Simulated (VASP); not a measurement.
K2S:

```xyz
3
Lattice="0.0000 3.7315 3.7315 3.7315 0.0000 3.7315 3.7315 3.7315 0.0000" Properties=species:S:1:pos:R:3 pbc="T T T"
K     1.8657    1.8657    1.8657
K     5.5972    5.5972    5.5972
S     0.0000    0.0000    0.0000
```

Base run:

- Program: VASP 6.6.1
- Functional: PBE
- Dispersion: D4
- Potentials or basis: VASP PAW PBE potentials, release 64 (K_sv, S)
- Cutoff: 500 eV
- k mesh: 8 × 8 × 8
- Occupations: gaussian, width 0.05 eV
- Spin: no spin polarisation

Its results: band gap on the k mesh 2.32 eV (least direct gap 2.49 eV); pressure -0.4 GPa.

Problem. The run is repeated on the same cell with these changes: dispersion from D4 to none. What comes out?

Solution. Band gap on the k mesh 2.32 eV (least direct gap 2.49 eV); pressure 0.0 GPa.

Dispersion adds attraction, which lowers the pressure at fixed volume and, as a term added to the energy, leaves the levels alone.

A k mesh can miss the band edges.
